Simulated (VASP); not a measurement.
# Sc3Fe (Pm-3m) in VASP: notebook

The runs below take Sc3Fe through single point, with PBE.

Everything below comes from runs of VASP 6.6.1. Logs are shortened: lines on timing, memory, paths and dates and some standing lists are left out, and cuts for length are marked.

## Step 1: The cell of the first run

The structure is cubic, space group Pm-3m (No. 221). The conventional cell has a = 4.263 Å, b = 4.263 Å, c = 4.263 Å, α = 90.00°, β = 90.00°, γ = 90.00°. Within 4.0 Å of Sc (site symmetry 4/mmm) lie 8 Sc at 3.01 Å and 4 Fe at 3.01 Å. Within 4.0 Å of Fe (site symmetry m-3m) lie 12 Sc at 3.01 Å.

## Step 2: Single point, PBE

INCAR reads:

```
PREC     = Accurate       # precision mode
ENCUT    = 520            # plane-wave cutoff, eV
EDIFF    = 1E-7           # SCF threshold, eV
ISMEAR   = 0              # smearing method
SIGMA    = 0.1            # smearing width, eV
LREAL    = False          # projectors in reciprocal space
LASPH    = True           # aspherical terms in the spheres
NELM     = 80             # most SCF steps
ALGO     = Fast           # electronic algorithm
ISIF     = 2              # what is computed and relaxed
LWAVE    = False          # write WAVECAR
LCHARG   = False          # write CHGCAR
GGA      = PE             # functional
NBANDS   = 28             # bands
```

KPOINTS reads:

```
Automatic mesh
0
Gamma
  10 10 10
```

POSCAR reads:

```
Sc3Fe
1.0
    4.2630210382      0.0000000000      0.0000000000
    0.0000000000      4.2630210382      0.0000000000
    0.0000000000      0.0000000000      4.2630210382
Sc Fe
3 1
Direct
    0.0000000000      0.5000000000      0.5000000000
    0.5000000000      0.0000000000      0.5000000000
    0.5000000000      0.5000000000      0.0000000000
    0.0000000000      0.0000000000      0.0000000000
```

Potentials or basis: VASP PAW PBE potentials, release 64 (Sc_sv, Fe).

Started as:

```
> cat potpaw_PBE.64/Sc_sv/POTCAR potpaw_PBE.64/Fe/POTCAR > POTCAR
> mpirun -np 1 vasp_std > vasp.out
```

OUTCAR:

```text
PREC = Accurate
   ENCUT = 520
   EDIFF = 1E-7
   ISMEAR = 0
   LREAL = False
   LASPH = True
   NELM = 80
   ISIF = 2
   GGA = PE

 ion  position               nearest neighbor table
   1  0.000  0.500  0.500-   2 3.01   3 3.01   4 3.01   3 3.01   4 3.01   2 3.01   4 3.01   4 3.01
                             2 3.01   3 3.01   3 3.01   2 3.01
   2  0.500  0.000  0.500-   1 3.01   3 3.01   4 3.01   3 3.01   4 3.01   1 3.01   3 3.01   3 3.01
                             1 3.01   4 3.01   4 3.01   1 3.01
   3  0.500  0.500  0.000-   1 3.01   2 3.01   4 3.01   1 3.01   2 3.01   2 3.01   4 3.01   2 3.01
                             1 3.01   4 3.01   1 3.01   4 3.01
   4  0.000  0.000  0.000-   1 3.01   2 3.01   3 3.01   1 3.01   2 3.01   1 3.01   3 3.01   1 3.01
                             2 3.01   3 3.01   2 3.01   3 3.01

  LATTYP: Found a simple cubic cell.
 ALAT       =     4.2630210382

  Lattice vectors:

 A1 = (   4.2630210382,   0.0000000000,   0.0000000000)
 A2 = (   0.0000000000,   4.2630210382,   0.0000000000)
 A3 = (   0.0000000000,   0.0000000000,   4.2630210382)

Analysis of symmetry for initial positions (statically):
=====================================================================
 Subroutine PRICEL returns:
 Original cell was already a primitive cell.

 Routine SETGRP: Setting up the symmetry group for a
 simple cubic supercell.

 Subroutine GETGRP returns: Found 48 space group operations
 (whereof 48 operations were pure point group operations)
 out of a pool of 48 trial point group operations.

The static configuration has the point symmetry O_h .

Analysis of symmetry for dynamics (positions and initial velocities):
=====================================================================
 Subroutine PRICEL returns:
 Original cell was already a primitive cell.

 Routine SETGRP: Setting up the symmetry group for a
 simple cubic supercell.

 Subroutine GETGRP returns: Found 48 space group operations
 (whereof 48 operations were pure point group operations)
 out of a pool of 48 trial point group operations.

The dynamic configuration has the point symmetry O_h .

 Subroutine INISYM returns: Found 48 space group operations
 (whereof 48 operations are pure point group operations),
 and found     1 'primitive' translations

----------------------------------------------------------------------------------------

                                     Primitive cell

  volume of cell :      77.4734

  direct lattice vectors                    reciprocal lattice vectors
[... 93 lines left out ...]
   EDIFFG = 0.1E-05   stopping-criterion for IOM
   NSW    =      0    number of steps for IOM
   IBRION =     -1    ionic relax: 0-MD 1-quasi-New 2-CG
   NFREE  =      0    steps in history (QN), initial steepest desc. (CG)
   ISIF   =      2    stress and relaxation
   ISYM   =      2    0-nonsym 1-usesym 2-fastsym
   POTIM  = 0.5000    time-step for ionic-motion
   TEBEG  =    0.0;   TEEND  =   0.0 temperature during run
   PSTRESS=    0.0 pullay stress
   NELECT =      41.0000    total number of electrons
   NUPDOWN=      -1.0000    fix difference up-down
   EMIN   =  10.00;   EMAX   =-10.00  energy-range for DOS
   EFERMI =   0.00;   METHOD = LEGACY
   ISMEAR =     0;   SIGMA  =   0.10  broadening in eV -4-tet -1-fermi 0-gaus
   EFERMI_NEDOS =   21; number of points for ismear=-14 and -15
   IALGO  =     68    algorithm
   IMIX   =      4    mixing-type and parameters
     AMIX     =   0.40;   BMIX     =  1.00
     AMIX_MAG =   1.60;   BMIX_MAG =  1.00
  volume/ion in A,a.u.               =      19.37       130.70
  Fermi-wavevector in a.u.,A,eV,Ry     =   1.324195  2.502366 23.857716  1.753493
  Thomas-Fermi vector in A             =   2.453748
   LORBIT       =      0    0 simple, 1 ext, 2 COOP (PROOUT), +10 PAW based schemes
   GGA     = PE    functional components
   LHFCALC =     F    Hartree Fock is set to
   AEXX    =    0.0000 exact exchange contribution
   IVDW    =     0    specifies the selected vdW correction
   LEPSILON=     F    determine dielectric tensor
   LRPA    =     F    only Hartree local field effects (RPA)
 non-spin polarized calculation
 RMM-DIIS sequential band-by-band and
 Gauss-broadening in eV      SIGMA  =   0.10
  energy-cutoff  :      520.00
  volume of cell :       77.47
 maximum number of plane-waves:      2176
 NGX is ok and might be reduce to    32
   NGX = 15   NGY = 15   NGZ = 15

 number of electron      41.0000036 magnetization

 Free energy of the ion-electron system (eV)
  ---------------------------------------------------
  ext. energy  EPLUGINS =         0.00000000
  ---------------------------------------------------
  free energy    TOTEN  =       -26.13833556 eV

  energy without entropy =      -26.10322926  energy(sigma->0) =      -26.12078241

 E-fermi :   4.5390     XC(G=0): -10.7796

 val. band max:        4.5308352847   @ k =   0.3000   0.2000   0.0000
 cond. band min:       4.5407346979   @ k =   0.5000   0.4000   0.3000
 fundamental gap:      0.0098994132
 Fermi energy:         4.5390343317

 k-point     1 :       0.0000    0.0000    0.0000
  band No.  band energies     occupation
      1     -44.7875      2.00000
      2     -44.6325      2.00000
      3     -44.6325      2.00000
      4     -23.6580      2.00000
      5     -23.6580      2.00000
      6     -23.6580      2.00000
[... 733 lines left out ...]
     27       6.3691      0.00000
     28       7.5806      0.00000

 [... further k-points ...]

------------------------ aborting loop because EDIFF is reached ----------------------------------------

  FORCE on cell =-STRESS in cart. coord.  units (eV):
  Direction    XX          YY          ZZ          XY          YZ          ZX
  --------------------------------------------------------------------------------------
  -------------------------------------------------------------------------------------
  Total        0.0631541      0.0631541      0.0631541     -0.0000000      0.0000000      0.0000000
  in kB        1.3060504      1.3060504      1.3060504     -0.0000000      0.0000000      0.0000000
  external PRESSURE =       1.3060504 kB  Pullay stress =       0.0000000 kB

 VOLUME and BASIS-vectors are now :
 -----------------------------------------------------------------------------
  energy-cutoff  :      520.00
  volume of cell :       77.47
      direct lattice vectors                 reciprocal lattice vectors
     4.263021038  0.000000000  0.000000000     0.234575432  0.000000000  0.000000000
     0.000000000  4.263021038  0.000000000     0.000000000  0.234575432  0.000000000
     0.000000000  0.000000000  4.263021038     0.000000000  0.000000000  0.234575432

 POSITION                                       TOTAL-FORCE (eV/Angst)
 -----------------------------------------------------------------------------------
      0.00000      2.13151      2.13151         0.000000      0.000000      0.000000
      2.13151      0.00000      2.13151         0.000000      0.000000      0.000000
      2.13151      2.13151      0.00000         0.000000      0.000000      0.000000
      0.00000      0.00000      0.00000         0.000000      0.000000      0.000000
 -----------------------------------------------------------------------------------
    total drift:                                0.000000     -0.000000     -0.000000

  FREE ENERGIE OF THE ION-ELECTRON SYSTEM (eV)
  ---------------------------------------------------
  free  energy   TOTEN  =       -26.1383355580 eV

  energy  without entropy=      -26.1032292560  energy(sigma->0) =      -26.12078241
```

OSZICAR:

```text
N       E                     dE             d eps       ncg     rms          rms(c)
DAV:   1     0.720757632402E+03    0.72076E+03   -0.18721E+04  3168   0.162E+03
[... 19 lines left out ...]
RMM:  21    -0.261385014443E+02    0.90947E-04   -0.18291E-04  4845   0.110E-01    0.186E-01
RMM:  22    -0.261383542255E+02    0.14722E-03   -0.26696E-04  4669   0.126E-01    0.682E-02
RMM:  23    -0.261383379434E+02    0.16282E-04   -0.99525E-05  4385   0.719E-02    0.375E-02
RMM:  24    -0.261383348833E+02    0.30601E-05   -0.37774E-05  5116   0.370E-02    0.105E-02
RMM:  25    -0.261383354106E+02   -0.52731E-06   -0.10192E-05  4720   0.158E-02    0.193E-03
RMM:  26    -0.261383355062E+02   -0.95635E-07   -0.19092E-06  3920   0.658E-03    0.762E-04
RMM:  27    -0.261383355580E+02   -0.51839E-07   -0.54802E-07  3302   0.515E-03
   1 F= -.26138336E+02 E0= -.26120782E+02  d E =-.351063E-01
```

Wall time 69 s (1 thread of Intel Xeon 6975P-C (Granite Rapids), shared host); peak memory 0.25 GiB.

What came out:

| Item | Value |
| --- | --- |
| Free energy | -26.1383 eV |
| Pressure | 0.1 GPa |

## Step 3: Single point, PBE

This run uses another cell than the first one, of 20.35 Å³/atom, 1.051 times its volume.

INCAR reads:

```
SYSTEM = Sc3Fe
PREC = Accurate
ENCUT = 520
EDIFF = 1E-6
ISMEAR = 0
SIGMA = 0.1
LREAL = .FALSE.
LASPH = .TRUE.
NELM = 80
ALGO = Fast
ISIF = 2
LWAVE = .FALSE.
LCHARG = .FALSE.
GGA = PE
NBANDS = 28
```

KPOINTS reads:

```
regular mesh
0
G
  10 10 10
  0 0 0
```

POSCAR reads:

```
Sc3Fe
1.0
    4.3341665860      0.0000000000      0.0000000000
    0.0000000000      4.3341665860      0.0000000000
    0.0000000000      0.0000000000      4.3341665860
Sc Fe
3 1
Direct
    0.0000000000      0.5000000000      0.5000000000
    0.5000000000      0.0000000000      0.5000000000
    0.5000000000      0.5000000000      0.0000000000
    0.0000000000      0.0000000000      0.0000000000
```

Potentials or basis: VASP PAW PBE potentials, release 64 (Sc_sv, Fe).

Started as:

```
> cat potpaw_PBE.64/Sc_sv/POTCAR potpaw_PBE.64/Fe/POTCAR > POTCAR
> mpirun -np 1 vasp_std > vasp.out
```

It took 49 s on 1 thread of Intel Xeon 6975P-C (Granite Rapids), shared host; peak memory 0.25 GiB.

The run converged. Its results:

* Free energy: -26.1002 eV
* Pressure: -3.2 GPa

Levels at points of the mesh, in eV from the Fermi level:
```
           k point  band 17  band 18  band 19  band 20  band 21  band 22  band 23  band 24  band 25  band 26
(0.00, 0.00, 0.00)    -1.33    -1.33    -1.33     0.58     0.58     0.58     1.32     1.32     2.34     2.34
(0.50, 0.00, 0.00)    -0.83    -0.72    -0.72    -0.22    -0.01    -0.01     0.06     1.49     1.49     1.82
(0.50, 0.50, 0.00)    -0.70    -0.70    -0.62    -0.31    -0.17     0.00     0.24     0.59     0.59     1.79
(0.50, 0.50, 0.50)    -0.32    -0.32     0.30     0.30     0.30     0.41     0.41     0.41     0.59     1.48
```

Spin polarisation is off, so any magnetic state and its effect on volume and gap are missing.

## Step 4: Single point, PBE, collinear spin, ferromagnetic start

This run uses another cell than the first one, of 21.62 Å³/atom, 1.116 times its volume.

INCAR reads:

```
PREC     = Accurate       # precision mode
ENCUT    = 520            # plane-wave cutoff, eV
EDIFF    = 1E-6           # SCF threshold, eV
ISMEAR   = 0              # smearing method
SIGMA    = 0.1            # smearing width, eV
LREAL    = False          # projectors in reciprocal space
LASPH    = True           # aspherical terms in the spheres
NELM     = 150            # most SCF steps
ALGO     = Fast           # electronic algorithm
ISIF     = 2              # what is computed and relaxed
LWAVE    = False          # write WAVECAR
LCHARG   = False          # write CHGCAR
ISPIN    = 2              # spin polarisation
MAGMOM   = 0 0 0 3        # initial moments
LORBIT   = 11             # projections on sites
LMAXMIX  = 4              # l up to which the mixer works
GGA      = PE             # functional
NBANDS   = 32             # bands
```

KPOINTS reads:

```
Automatic mesh
0
Gamma
  4 4 4
```

POSCAR reads:

```
Sc3Fe
1.0
    4.4225005915      0.0000000000      0.0000000000
    0.0000000000      4.4225005915      0.0000000000
    0.0000000000      0.0000000000      4.4225005915
Sc Fe
3 1
Direct
    0.0000000000      0.5000000000      0.5000000000
    0.5000000000      0.0000000000      0.5000000000
    0.5000000000      0.5000000000      0.0000000000
    0.0000000000      0.0000000000      0.0000000000
```

Started as:

```
> cat potpaw_PBE.64/Sc_sv/POTCAR potpaw_PBE.64/Fe/POTCAR > POTCAR
> mpirun -np 1 vasp_std > vasp.out
```

It took 40 s on 1 thread of Intel Xeon 6975P-C (Granite Rapids), shared host; peak memory 0.25 GiB.

It converged, with:

```yaml
Free_energy: -26.4261 eV
Pressure: -3.1 GPa
Net_moment: 0.92 μB per cell
Site_moments: Sc -0.35; Fe +2.56 μB
Valence_electrons_inside_the_program's_atomic_spheres: Sc 9.40; Fe 6.79
```

Levels at points of the mesh, in eV from the Fermi level:
Spin up:
```
           k point  band 19  band 20  band 21  band 22  band 23  band 24
(0.00, 0.00, 0.00)    -2.13     0.41     0.41     0.41     0.52     0.52
(0.50, 0.00, 0.00)    -2.06    -0.94     0.19     0.19     0.42     1.40
(0.50, 0.50, 0.00)    -1.71    -1.71    -0.83     0.16     0.54     0.81
(0.50, 0.50, 0.50)    -0.26    -0.26    -0.26     0.35     0.35     0.35
```
Spin down:
| k point | band 17 | band 18 | band 19 | band 20 | band 21 | band 22 | band 23 | band 24 |
| --- | --- | --- | --- | --- | --- | --- | --- | --- |
| (0.00, 0.00, 0.00) | -1.18 | -1.18 | -1.18 | 0.66 | 0.66 | 0.66 | 1.79 | 1.79 |
| (0.50, 0.00, 0.00) | -0.50 | -0.45 | -0.45 | -0.20 | -0.20 | -0.09 | 0.62 | 1.37 |
| (0.50, 0.50, 0.00) | -0.41 | -0.41 | -0.14 | -0.05 | 0.04 | 0.10 | 0.46 | 0.46 |
| (0.50, 0.50, 0.50) | 0.07 | 0.07 | 0.07 | 0.33 | 0.51 | 0.51 | 0.51 | 0.51 |

## Step 5: Overview

```csv
spin,cell,k mesh,further INCAR settings,gap on the mesh (eV),pressure (GPa)
off,"a = 4.263 Å, 4 atoms",10 × 10 × 10,ALGO = Fast; EDIFF = 1e-07; NBANDS = 28,none,0.1
off,"a = 4.334 Å, 4 atoms",10 × 10 × 10,ALGO = Fast; EDIFF = 1e-06; NBANDS = 28,none,-3.2
"collinear, ferromagnetic start","a = 4.423 Å, 4 atoms",4 × 4 × 4,ALGO = Fast; EDIFF = 1e-06; NBANDS = 32,none,-3.1
```

Alike in all rows: task single point; level PBE; potentials or basis VASP PAW PBE potentials, release 64 (Sc_sv, Fe); cutoff (eV) 520; smearing gaussian 0.1 eV.

Absolute energies hang on the potentials; compare differences alone.
